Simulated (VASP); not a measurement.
# Cd4SeS3: single point with PBE

Cd4SeS3:

```
Cd Se S
1.0
     5.99293    0.00000    0.00000
     0.00000    5.99293    0.00000
    -2.99647   -2.99647    5.98915
Cd Se S
4 1 3
Direct
  0.37076 0.88510 0.25586
  0.88510 0.37076 0.25586
  0.11490 0.11490 0.74414
  0.62924 0.62924 0.74414
  0.50000 0.50000 0.00000
  0.25000 0.75000 0.50000
  0.75000 0.25000 0.50000
  0.00000 0.00000 0.00000
```

```yaml
Program: VASP 6.6.1
Task: single point
Functional: PBE
Potentials_or_basis: VASP PAW PBE potentials, release 64 (Cd, Se, S)
Cutoff: 520 eV
k_mesh: 4 × 4 × 4
Occupations: gaussian, width 0.1 eV
Spin: no spin polarisation
Dipole_correction: no
Further_INCAR_settings: ALGO = Normal; EDIFF = 1e-06; NBANDS = 46
```

- Pressure: 0.3 GPa
- Largest force: 0.009 eV/Å
- Band gap on the k mesh: 0.89 eV, direct

Forces in eV/Å, atoms in the order of the input:
```
Cd  -0.003  0.003  0.008
Cd   0.003 -0.003  0.008
Cd  -0.003 -0.003 -0.008
Cd   0.003  0.003 -0.008
Se   0.000  0.000  0.000
S    0.000  0.000  0.000
S    0.000  0.000  0.000
S    0.000  0.000  0.000
```

Levels at points of the mesh, in eV from the valence-band top:
```
           k point  band 34  band 35  band 36  band 37  band 38  band 39
(0.00, 0.00, 0.00)     0.00     0.00     0.00     0.89     3.51     4.10
(0.50, 0.00, 0.00)    -1.19    -0.80    -0.58     3.55     3.60     4.57
(0.50, 0.50, 0.00)    -0.66    -0.56    -0.50     2.72     2.81     3.96
(0.00, 0.00, 0.50)    -1.07    -0.79    -0.79     3.34     3.39     3.44
```

It took 5.2 min on 1 thread of AMD EPYC 7R13, with other jobs on the host, peak memory 0.36 GiB.

As with any semilocal functional, this PBE gap is likely too small.
